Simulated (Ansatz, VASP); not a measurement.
**One calculation of MnO, two programs**

```xyz
2
Lattice="0.0000 2.2239 2.2239 2.2239 0.0000 2.2239 2.2239 2.2239 0.0000" Properties=species:S:1:pos:R:3 pbc="T T T"
Mn    0.0000    0.0000    0.0000
O     2.2239    2.2239    2.2239
```

Alike in both runs: task single point; functional PBE; k mesh 6 × 6 × 6; occupations gaussian, width 0.1 eV; collinear spin.

```csv
,VASP,Ansatz
version,VASP 6.6.1,Ansatz 0.2.0
potentials or method,"VASP PAW PBE potentials, release 64 (Mn_pv, O), cutoff 520 eV","scalar-relativistic, plane waves, PAW"
valence electrons in the cell,19,21
```

```csv
,VASP,Ansatz,Ansatz less VASP
gap on the k mesh at the Fermi level (eV),none,none,-
pressure (GPa),-1.4,-1.6,-0.19
net moment per atom (μB),2.36,2.36,0.000
size of the moment on the site where the two differ most (μB),4.29,4.01,-0.281
```

Site moments also hang on the region over which each program counts them. A gap of «none» marks a metal or a gap that the smearing closes. VASP's potentials hold 19 valence electrons a cell and Ansatz's 21, so a difference there can come from the potentials and not from the codes. Ansatz's warnings: optics on partly filled bands.

The k mesh is coarse, so the values compare programs but aren't converged.
